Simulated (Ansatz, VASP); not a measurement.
## ZnO: VASP beside Ansatz

```xyz
4
Lattice="3.2349 0.0000 0.0000 -1.6174 2.8015 0.0000 0.0000 0.0000 5.2123" Properties=species:S:1:pos:R:3 pbc="T T T"
Zn    1.6174    0.9338    2.6084
Zn    0.0000    1.8677    0.0022
O     1.6174    0.9338    4.5862
O     0.0000    1.8677    1.9801
```

Alike in both runs: functional r2SCAN; k mesh 12 × 12 × 6; occupations gaussian, width 0.02 eV; no spin polarisation.

Ansatz relaxed the structure, and its values are those at the end. VASP's run is a single point on that final structure, the one shown.

```csv
,VASP,Ansatz
version,VASP 6.6.1,Ansatz 0.2.0
potentials or method,"VASP PAW PBE potentials, release 64 (Zn, O_h), cutoff 910 eV","scalar-relativistic, plane waves, PAW"
valence electrons in the cell,36,36
```

|  | VASP | Ansatz | Ansatz less VASP |
| --- | --- | --- | --- |
| gap on the k mesh at the Fermi level (eV) | 1.24 | 1.24 | +0.001 |
| least direct gap on the mesh (eV) | 1.24 | 1.24 | +0.001 |

VASP's potentials were made for PBE, not for r2SCAN. With one functional, cell and mesh, what is left measures potentials, basis and numerics.

Noted on VASP's run: the cutoff is under 1.25 times that of the potentials, so the pressure is a little rough.
